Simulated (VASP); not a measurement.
GaN: relaxation of cell and atoms with LDA

Crystal: GaN.

```xyz
4
Lattice="3.1800 0.0000 0.0000 -1.5900 2.7540 0.0000 0.0000 0.0000 5.1660" Properties=species:S:1:pos:R:3 pbc="T T T"
Ga    1.5900    0.9180    2.5830
Ga    0.0000    1.8360    0.0000
N     1.5900    0.9180    4.5203
N     0.0000    1.8360    1.9373
```

```yaml
Program: VASP 6.6.1
Task: relaxation of cell and atoms
Functional: LDA
Potentials_or_basis: VASP PAW LDA potentials, release 64 (Ga_d, N)
Cutoff: 600 eV
k_mesh: 7 × 7 × 4
Occupations: fermi-dirac, width 0.05 eV
Spin: no spin polarisation
Dipole_correction: no
Further_INCAR_settings: ALGO = Normal; EDIFF = 1e-06; IBRION = 2; EDIFFG = -0.02; NSW = 80; ISIF = 3
```

```
Relaxed volume                         : 11.10 Å³/atom
Relaxed cell                           : a = 3.157 Å, b = 3.157 Å, c = 5.147 Å, α = 90.00°, β = 90.00°, γ = 120.00°
Space group after relaxing (to 0.05 Å) : P6_3mc (No. 186)
Energy gained by relaxing              : 2.7 meV/atom
Ionic steps                            : 3
Pressure after relaxing                : 0.0 GPa
Largest force after relaxing           : 0.011 eV/Å
Band gap on the k mesh                 : 2.11 eV, direct
```

Forces in eV/Å, atoms in the order of the input:
```
Ga   0.000  0.000 -0.011
Ga   0.000  0.000 -0.011
N    0.000  0.000  0.011
N    0.000  0.000  0.011
```

Step by step:
```
step  energy change (eV)  largest force (eV/Å)  pressure (GPa)  volume (Å³)
   1              0.0000                0.1278           -3.56        45.24
   2              0.0000                0.1142            3.89        43.61
   3             -0.0109                0.0114            0.01        44.42
```

Final structure:
```
Ga N
1.0
     3.15662    0.00000    0.00000
    -1.57831    2.73371    0.00000
     0.00000    0.00000    5.14706
Ga N
2 2
Cartesian
  1.5783 0.9112 2.5705
  0.0000 1.8225 5.1440
  1.5783 0.9112 4.5068
  0.0000 1.8225 1.9332
```

Levels at points of the mesh, in eV from the valence-band top:
| k point | band 16 | band 17 | band 18 | band 19 | band 20 | band 21 |
| --- | --- | --- | --- | --- | --- | --- |
| (0.00, 0.00, 0.00) | -0.06 | 0.00 | 0.00 | 2.11 | 4.35 | 9.19 |
| (0.00, 0.00, 0.50) | -0.55 | -0.55 | -0.55 | 4.37 | 4.37 | 8.44 |

It took 81 s on 1 thread of Intel(R) Xeon(R) 6975P-C (Granite Rapids), with other jobs on the host, peak memory 0.17 GiB.

A hybrid or GW would open this gap; LDA tends to underestimate it. LDA usually gives volumes a few per cent too small.
